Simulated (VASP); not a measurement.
Wanted: the native input for a VASP 6.6.1 run.

```
Task                   : single point
Functional             : BLYP
Potentials or basis    : VASP PAW PBE potentials, release 64 (Hf_pv)
Cutoff                 : 520 eV
k mesh                 : 9 × 9 × 9
Occupations            : fermi-dirac, width 0.1 eV
Spin                   : no spin polarisation
Dipole correction      : no
Further INCAR settings : ALGO = Normal; EDIFF = 1e-06; NBANDS = 17
```

The structure of Hf lies in POSCAR:

```
Hf
1.0
    0.0000000000      3.3446514707      3.3446514707
    3.3446514707      0.0000000000      3.3446514707
    3.3446514707      3.3446514707      0.0000000000
Hf
2
Direct
    0.1250000000      0.1250000000      0.1250000000
    0.8750000000      0.8750000000      0.8750000000
```

The input as run:

INCAR

```
SYSTEM = Hf
  PREC = Accurate
  ENCUT = 520
  EDIFF = 1E-6
  ISMEAR = -1
  SIGMA = 0.1
  LREAL = .False.
  LASPH = .True.
  NELM = 60
  ALGO = Normal
  ISIF = 2
  LWAVE = .False.
  LCHARG = .True.
  GGA = B5
  ALDAX = 1.0
  AGGAX = 1.0
  AGGAC = 1.0
  ALDAC = 0.0
  LELF = .True.
  LVHAR = .True.
  NBANDS = 17
```

KPOINTS

```
regular mesh
0
Gamma
  9 9 9
  0 0 0
```

Potentials or basis: VASP PAW PBE potentials, release 64 (Hf_pv).

Launch:

```sh
$ cat potpaw_PBE.64/Hf_pv/POTCAR > POTCAR
$ mpirun -np 1 vasp_std > vasp.out
```

It gave:

- Pressure: -0.1 GPa
- Band gap on the k mesh: zero (band 10 reaches 2.06 eV, above the bottom of band 11 at 1.51 eV)

Caveat: the PAW data sets were made with another functional, which shifts forces and pressure a little; spin-orbit coupling is left out, which moves the levels of the heavy elements.

Run time: 45 s on 1 thread of Intel(R) Xeon(R) Platinum 8259CL CPU @ 2.50GHz (Skylake/Cascade Lake) (shared host), peak memory 0.21 GiB.
